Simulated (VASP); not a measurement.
Runs of VASP 6.6.1 on N. The structure is that of space group Fm-3m (No. 225), or close to it. The cells are those of the table. 

```tsv
level	cell	k mesh	gap on the mesh (eV)	pressure (GPa)
PBEsol	a = 2.145, b = 2.145, c = 2.112 Å, angles 60.5, 60.5, 59.0°, 1 atom	20 × 20 × 20	none	10.8
PBEsol	a = 2.169, b = 2.055, c = 2.155 Å, angles 61.2, 56.7, 61.3°, 1 atom	20 × 20 × 20	none	15.8
PBEsol	a = 2.112, b = 2.128, c = 2.105 Å, angles 60.5, 60.7, 59.8°, 1 atom	20 × 20 × 20	none	16.0
PBE	a = 2.123 Å, angles 60.0°, 1 atom	22 × 22 × 22	none	(b)
PBEsol	a = 2.211 Å, angles 60.0°, 1 atom	22 × 22 × 22	none	(a)
```

Alike in all rows: task single point; potentials or basis VASP PAW PBE potentials, release 64 (N); no spin polarisation; cutoff (eV) 520; smearing gaussian 0.1 eV.

Problem. Fill in the values left out.

Solution. (a) -10.6; (b) 26.6.

Caveats: the PAW data sets were made with another functional, which shifts forces and pressure a little (some runs).

A gap of «none» marks levels without a gap at the run's occupations.
